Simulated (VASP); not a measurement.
The system is Co.

```
Co
1.0
     2.47056    0.00000    0.00000
    -1.23528    2.13957    0.00000
     0.00000    0.00000    8.08823
Co
4
Direct
  0.66667 0.33333 0.75000
  0.00000 0.00000 0.50000
  0.33333 0.66667 0.25000
  0.00000 0.00000 0.00000
```

Base run:

| Quantity | Value |
| --- | --- |
| Program | VASP 6.6.1 |
| Functional | PBE |
| Potentials or basis | VASP PAW PBE potentials, release 64 (Co) |
| Cutoff | 520 eV |
| k mesh | 9 × 9 × 3 |
| Occupations | fermi-dirac, width 0.05 eV |
| Spin | collinear spin, ferromagnetic start |
| Starting moments | [2.0, 2.0, 2.0, 2.0] μB |

Its results: pressure 2.2 GPa; net moment 6.22 μB per cell; site moments Co +1.58, +1.56 μB.

Problem. The run is repeated on the same cell with these changes: k mesh from 9 × 9 × 3 to 17 × 17 × 5; further incar settings from ALGO = Normal; EDIFF = 1e-06; NBANDS = 30 to ALGO = Normal; EDIFF = 1e-07; NBANDS = 30. What comes out?

Solution. Pressure 3.4 GPa; net moment 6.48 μB per cell; site moments Co +1.65, +1.63 μB.
